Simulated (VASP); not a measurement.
Set up this calculation in VASP 6.6.1, as the native input.

```
Task                   : single point
Functional             : PBEsol
Potentials or basis    : VASP PAW PBE potentials, release 64 (Sr_sv, Ti_sv, O)
Cutoff                 : 520 eV
k mesh                 : 8 × 8 × 8
Occupations            : gaussian, width 0.05 eV
Spin                   : no spin polarisation
Dipole correction      : no
Further INCAR settings : ALGO = Normal; EDIFF = 1e-07; NBANDS = 28
```

The structure of SrTiO3 lies in POSCAR:

```
SrTiO3
1.0
    3.8327533334      0.0000000000      0.0000000000
    0.0000000000      3.8327533334      0.0000000000
    0.0000000000      0.0000000000      3.7743865313
Sr Ti O
1 1 3
Direct
    0.0000000000      0.0000000000      0.0000000000
    0.5000000000      0.5000000000      0.5000000000
    0.0000000000      0.5000000000      0.5000000000
    0.5000000000      0.0000000000      0.5000000000
    0.5000000000      0.5000000000      0.0000000000
```

This cell differs from its parent crystal: strain -0.015 along x and y, -0.030 along z.

One way to write it, as run:

INCAR

```
PREC     = Accurate       # precision mode
ENCUT    = 520            # plane-wave cutoff, eV
EDIFF    = 1E-7           # SCF threshold, eV
ISMEAR   = 0              # smearing method
SIGMA    = 0.05           # smearing width, eV
LREAL    = False          # projectors in reciprocal space
LASPH    = True           # aspherical terms in the spheres
NELM     = 60             # most SCF steps
ALGO     = Normal         # electronic algorithm
ISIF     = 2              # what is computed and relaxed
LWAVE    = False          # write WAVECAR
LCHARG   = True           # write CHGCAR
GGA      = PS             # functional
LELF     = True           # ELF
LVHAR    = True         
NBANDS   = 28             # bands
```

KPOINTS

```
Automatic mesh
0
Gamma
  8 8 8
```

Potentials or basis: VASP PAW PBE potentials, release 64 (Sr_sv, Ti_sv, O).

Run with:

```console
$ cat potpaw_PBE.64/Sr_sv/POTCAR potpaw_PBE.64/Ti_sv/POTCAR potpaw_PBE.64/O/POTCAR > POTCAR
$ mpirun -np 1 vasp_std > vasp.out
```

It gave:

- Pressure: 13.8 GPa
- Band gap on the k mesh: 1.89 eV (least direct gap 2.19 eV)

Caveat: the cell differs from its parent crystal (strain -0.015 along x and y, -0.030 along z); the cell stands under pressure; the PAW data sets were made with another functional, which shifts forces and pressure a little.

It took 65 s on 1 thread of Intel(R) Xeon(R) 6975P-C (Granite Rapids) (shared host), peak memory 0.24 GiB.
